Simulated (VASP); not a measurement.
Write the native input for VASP 6.6.1 that does the following.

```yaml
Task: single point
Functional: PBE
Potentials_or_basis: VASP PAW PBE potentials, release 64 (Y_sv, C, O)
Cutoff: 520 eV
k_mesh: 4 × 5 × 1
Occupations: gaussian, width 0.1 eV
Spin: no spin polarisation
Dipole_correction: yes
Further_INCAR_settings: ALGO = Normal; EDIFF = 1e-06; NBANDS = 60
```

The structure of Y8CO lies in POSCAR:

```
Y8CO
1.0
    7.3129608291      0.0000000000      0.0000000000
    0.0000000000      5.6740148963      0.0000000000
    0.0000000000      0.0000000000     21.9980757826
Y C O
8 1 1
Direct
    0.0000000000      0.7500000000      0.1818340858
    0.5000000000      0.7500000000      0.1818340858
    0.2500000000      0.2500000000      0.2298171451
    0.7500000000      0.2500000000      0.2298171451
    0.2500000000      0.7500000000      0.3130925676
    0.7500000000      0.7500000000      0.3130925676
    0.0000000000      0.2500000000      0.3635806996
    0.5000000000      0.2500000000      0.3635806996
    0.5000000000      0.2500000000      0.4708628102
    0.5607576087      0.3715152174      0.5081498836
```

One way to write it, as run:

INCAR

```
SYSTEM = Y8CO
  ALGO = Normal
  DIPOL = 0.5 0.5 0.316
  EDIFF = 1E-6
  ENCUT = 520
  GGA = PE
  IDIPOL = 3
  ISIF = 2
  ISMEAR = 0
  LASPH = .True.
  LCHARG = .False.
  LDIPOL = .True.
  LREAL = .False.
  LWAVE = .False.
  NBANDS = 60
  NELM = 80
  PREC = Accurate
  SIGMA = 0.1
```

KPOINTS

```
k-points
0
Gamma
  4 5 1
  0 0 0
```

Potentials or basis: VASP PAW PBE potentials, release 64 (Y_sv, C, O).

Launch:

```bash
$ cat potpaw_PBE.64/Y_sv/POTCAR potpaw_PBE.64/C/POTCAR potpaw_PBE.64/O/POTCAR > POTCAR
$ mpirun -np 1 vasp_std > vasp.out
```

It gave:

* Largest force: 0.911 eV/Å
* Band gap on the k mesh: zero (bands 49 and 50 overlap by 0.10 eV)

Run time: 21 min on 1 thread of Intel(R) Xeon(R) 6975P-C (Granite Rapids), with other jobs on the host, peak memory 1 GiB.
